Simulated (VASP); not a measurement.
A run of VASP 6.6.1 is set up as follows.

INCAR

```
ALGO = Normal
EDIFF = 1E-6
ENCUT = 520
GGA = PE
ISIF = 2
ISMEAR = 1
ISPIN = 2
LASPH = T
LCHARG = F
LMAXMIX = 4
LORBIT = 11
LREAL = F
LWAVE = F
MAGMOM = 2.79
NBANDS = 16
NELM = 150
NUPDOWN = 2.9
PREC = Accurate
SIGMA = 0.1
```

File KPOINTS:

```
k-points
0
Gamma
  13 13 13
```

Contents of POSCAR:

```
Cr
1.0
   -1.4419500000      1.4419500000      1.4419500000
    1.4419500000     -1.4419500000      1.4419500000
    1.4419500000      1.4419500000     -1.4419500000
Cr
1
Direct
    0.0000000000      0.0000000000      0.0000000000
```

Potentials or basis: VASP PAW PBE potentials, release 64 (Cr_pv).

Launch:

```bash
$ cat potpaw_PBE.64/Cr_pv/POTCAR > POTCAR
$ mpirun -np 1 vasp_std > vasp.out
```

(1) Predict the pressure.

## Answers

(1) 44.3 GPa.

Caveat: the total moment is fixed, so each spin has its own Fermi level.
